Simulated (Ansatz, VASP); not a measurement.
**Two plane-wave programs on BN**

```
B N
1.0
     2.40888    0.00000    0.00000
    -1.20444    2.08615    0.00000
     0.00000    0.00000    6.59864
B N
2 2
Direct
  0.33333 0.66667 0.25000
  0.66667 0.33333 0.75000
  0.33333 0.66667 0.75000
  0.66667 0.33333 0.25000
```

Alike in both runs: task single point; functional LDA; k mesh 12 × 12 × 4; occupations gaussian, width 0.05 eV; no spin polarisation.

```csv
,VASP,Ansatz
version,VASP 6.6.1,Ansatz 0.2.0
potentials or method,"VASP PAW LDA potentials, release 64 (B, N), cutoff 520 eV","scalar-relativistic, plane waves, PAW"
valence electrons in the cell,16,16
```

Ansatz gave:

```
gap on the k mesh at the Fermi level (eV) : 4.25
least direct gap on the mesh (eV)         : 4.78
```

Question: Estimate VASP's values.

Answer: gap on the k mesh at the Fermi level (eV): 4.23; least direct gap on the mesh (eV): 4.78.

Ansatz warns that its potentials were made for another functional, while VASP's fit it. LDA's correlation is that of Perdew and Zunger in VASP and of Perdew and Wang (1992) in Ansatz.
